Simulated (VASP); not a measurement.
# MgO (Fm-3m) in VASP: further runs, part 2 of 2

VASP 6.6.1.

**3. Single point, PBE (volume scaled by 0.91)**

File INCAR:

```
PREC = Accurate ; ENCUT = 520
EDIFF = 1E-6 ; ISMEAR = 0
SIGMA = 0.02 ; LREAL = F
LASPH = T ; NELM = 100
ALGO = Normal ; ISIF = 2
LWAVE = F ; LCHARG = F
GGA = PE ; NBANDS = 11
```

File KPOINTS:

```
regular mesh
0
Gamma
  10 10 10
```

File POSCAR:

```
MgO
1.0
    0.0000000000      2.0610306685      2.0610306685
    2.0610306685      0.0000000000      2.0610306685
    2.0610306685      2.0610306685      0.0000000000
Mg O
1 1
Direct
    0.0000000000      0.0000000000      0.0000000000
    0.5000000000      0.5000000000      0.5000000000
```

Potentials or basis: VASP PAW PBE potentials, release 64 (Mg, O).

Command:

```bash
cat potpaw_PBE.64/Mg/POTCAR potpaw_PBE.64/O/POTCAR > POTCAR
mpirun -np 1 vasp_std > vasp.out
```

OUTCAR:

```text
PREC = Accurate
   ENCUT = 520
   EDIFF = 1E-6
   ISMEAR = 0
   LREAL = F
   LASPH = T
   NELM = 100
   ISIF = 2
   GGA = PE

 ion  position               nearest neighbor table
   1  0.000  0.000  0.000-   2 2.06   2 2.06   2 2.06   2 2.06   2 2.06   2 2.06
   2  0.500  0.500  0.500-   1 2.06   1 2.06   1 2.06   1 2.06   1 2.06   1 2.06

  LATTYP: Found a face centered cubic cell.
 ALAT       =     4.1220613370

  Lattice vectors:

 A1 = (   0.0000000000,   2.0610306685,   2.0610306685)
 A2 = (   2.0610306685,   0.0000000000,   2.0610306685)
 A3 = (   2.0610306685,   2.0610306685,   0.0000000000)

Analysis of symmetry for initial positions (statically):
=====================================================================
 Subroutine PRICEL returns:
 Original cell was already a primitive cell.

 Routine SETGRP: Setting up the symmetry group for a
 face centered cubic supercell.

 Subroutine GETGRP returns: Found 48 space group operations
 (whereof 48 operations were pure point group operations)
 out of a pool of 48 trial point group operations.

The static configuration has the point symmetry O_h .

Analysis of symmetry for dynamics (positions and initial velocities):
=====================================================================
 Subroutine PRICEL returns:
 Original cell was already a primitive cell.

 Routine SETGRP: Setting up the symmetry group for a
 face centered cubic supercell.

 Subroutine GETGRP returns: Found 48 space group operations
 (whereof 48 operations were pure point group operations)
 out of a pool of 48 trial point group operations.

The dynamic configuration has the point symmetry O_h .

 Subroutine INISYM returns: Found 48 space group operations
 (whereof 48 operations are pure point group operations),
 and found     1 'primitive' translations

----------------------------------------------------------------------------------------

                                     Primitive cell

[... 112 lines left out ...]
  Fermi-wavevector in a.u.,A,eV,Ry     =   1.260890  2.382736 21.631119  1.589842
  Thomas-Fermi vector in A             =   2.394376
   LORBIT       =      0    0 simple, 1 ext, 2 COOP (PROOUT), +10 PAW based schemes
   GGA     = PE    functional components
   LHFCALC =     F    Hartree Fock is set to
   AEXX    =    0.0000 exact exchange contribution
   IVDW    =     0    specifies the selected vdW correction
   LEPSILON=     F    determine dielectric tensor
   LRPA    =     F    only Hartree local field effects (RPA)
 non-spin polarized calculation
 Gauss-broadening in eV      SIGMA  =   0.02
  energy-cutoff  :      520.00
  volume of cell :       17.51
 maximum number of plane-waves:       495
 NGX is ok and might be reduce to    24
   NGX = 11   NGY = 11   NGZ = 11

 number of electron       7.9999997 magnetization

 Free energy of the ion-electron system (eV)
  ---------------------------------------------------
  ext. energy  EPLUGINS =         0.00000000
  ---------------------------------------------------
  free energy    TOTEN  =       -11.83191167 eV

  energy without entropy =      -11.83191167  energy(sigma->0) =      -11.83191167

 E-fermi :   3.8436     XC(G=0): -11.3898

 val. band max:        3.6911834615   @ k =   0.0000   0.0000   0.0000
 cond. band min:       9.0750416026   @ k =   0.0000   0.0000   0.0000
 fundamental gap:      5.3838581411
 Fermi energy:         3.8436392955

 k-point     1 :       0.0000    0.0000    0.0000
  band No.  band energies     occupation
      1     -13.9172      2.00000
      2       3.6912      2.00000
      3       3.6912      2.00000
      4       3.6912      2.00000
      5       9.0750      0.00000
      6      19.8563      0.00000
      7      19.8563      0.00000
      8      19.8563      0.00000
      9      23.9478      0.00000
     10      25.8006      0.00000
     11      25.8006      0.00000
[... 309 lines left out ...]
 k-point    24 :       0.4000    0.3000    0.0000
  band No.  band energies     occupation
      1     -12.5264      2.00000
      2      -0.1005      2.00000
      3       2.2920      2.00000
      4       2.5276      2.00000
      5      13.7713      0.00000
      6      14.2281      0.00000
      7      18.0018      0.00000
      8      22.7400      0.00000
      9      22.9592      0.00000
     10      29.3881      0.00000
     11      32.0059      0.00000

 [... further k-points ...]
[... 5 lines left out ...]
  --------------------------------------------------------------------------------------
  -------------------------------------------------------------------------------------
  Total        1.7919212      1.7919212      1.7919212     -0.0000000     -0.0000000      0.0000000
  in kB      163.9631006    163.9631006    163.9631006     -0.0000000     -0.0000000      0.0000000
  external PRESSURE =     163.9631006 kB  Pullay stress =       0.0000000 kB

 VOLUME and BASIS-vectors are now :
 -----------------------------------------------------------------------------
  energy-cutoff  :      520.00
  volume of cell :       17.51
      direct lattice vectors                 reciprocal lattice vectors
     0.000000000  2.061030668  2.061030668    -0.242597069  0.242597069  0.242597069
     2.061030668  0.000000000  2.061030668     0.242597069 -0.242597069  0.242597069
     2.061030668  2.061030668  0.000000000     0.242597069  0.242597069 -0.242597069

 POSITION                                       TOTAL-FORCE (eV/Angst)
 -----------------------------------------------------------------------------------
      0.00000      0.00000      0.00000        -0.000000     -0.000000      0.000000
      2.06103      2.06103      2.06103         0.000000      0.000000      0.000000
 -----------------------------------------------------------------------------------
    total drift:                               -0.000000     -0.000000      0.000000

  FREE ENERGIE OF THE ION-ELECTRON SYSTEM (eV)
  ---------------------------------------------------
  free  energy   TOTEN  =       -11.8319116675 eV

  energy  without entropy=      -11.8319116675  energy(sigma->0) =      -11.83191167
```

stdout:

```text
POSCAR found type information on POSCAR MgO
 POSCAR found :  2 types and       2 ions
 scaLAPACK will be used
 LDA part: xc-table for (Slater+PW92), standard interpolation
 POSCAR, INCAR and KPOINTS ok, starting setup
 FFT: planning ... GRIDC
 FFT: planning ... GRID_SOFT
 FFT: planning ... GRID
 WAVECAR not read
 entering main loop
```

It took 3.7 s on 1 thread of Intel Xeon 6975P-C (Granite Rapids), shared host; peak memory 0.14 GiB.

What came out:

```yaml
Free_energy: -11.8319 eV
Pressure: 16.4 GPa
Band_gap_on_the_k_mesh: 5.38 eV, direct
```

**4. Single point, PBE (volume scaled by 0.88)**

File INCAR:

```
SYSTEM = MgO
PREC     = Accurate       ! precision mode
ENCUT    = 520            ! plane-wave cutoff, eV
EDIFF    = 1E-6           ! SCF threshold, eV
ISMEAR   = 0              ! smearing method
SIGMA    = 0.02           ! smearing width, eV
LREAL    = .False.        ! projectors in reciprocal space
LASPH    = .True.         ! aspherical terms in the spheres
NELM     = 60             ! most SCF steps
ALGO     = Normal         ! electronic algorithm
ISIF     = 2              ! what is computed and relaxed
LWAVE    = .False.        ! write WAVECAR
LCHARG   = .False.        ! write CHGCAR
GGA      = PE             ! functional
NBANDS   = 11             ! bands
```

File KPOINTS:

```
regular mesh
0
Gamma
  10 10 10
  0 0 0
```

File POSCAR:

```
MgO
1.0
    0.0000000000      2.0381284322      2.0381284322
    2.0381284322      0.0000000000      2.0381284322
    2.0381284322      2.0381284322      0.0000000000
Mg O
1 1
Direct
    0.0000000000      0.0000000000      0.0000000000
    0.5000000000      0.5000000000      0.5000000000
```

Command:

```bash
cat potpaw_PBE.64/Mg/POTCAR potpaw_PBE.64/O/POTCAR > POTCAR
mpirun -np 1 vasp_std > vasp.out
```

Wall time 3.8 s (1 thread of Intel Xeon 6975P-C (Granite Rapids), shared host); peak memory 0.14 GiB.

The run converged. Its results:

| Item | Value |
| --- | --- |
| Free energy | -11.7584 eV |
| Pressure | 24.1 GPa |
| Band gap on the k mesh | 5.74 eV, direct |

Levels at points of the mesh, in eV from the valence-band top:
```
           k point  band 2  band 3  band 4  band 5  band 6  band 7
(0.00, 0.00, 0.00)    0.00    0.00    0.00    5.74   16.35   16.35
(0.50, 0.00, 0.00)   -5.07   -0.77   -0.77    8.54   13.75   17.35
(0.50, 0.50, 0.00)   -4.50   -1.49   -1.49    9.22   11.09   14.18
```

**5. Overview**

| cell | gap on the mesh (eV) | pressure (GPa) |
| --- | --- | --- |
| a = 2.946 Å, angles 60.0°, 2 atoms | 5.05 | 9.8 |
| a = 2.915 Å, angles 60.0°, 2 atoms | 5.38 | 16.4 |
| a = 2.882 Å, angles 60.0°, 2 atoms | 5.74 | 24.1 |

Alike in all rows: task single point; level PBE; potentials or basis VASP PAW PBE potentials, release 64 (Mg, O); no spin polarisation; k mesh 10 × 10 × 10; cutoff (eV) 520; smearing gaussian 0.02 eV.

Total energies depend on the potentials used, so only differences within one code and one set of settings carry meaning.
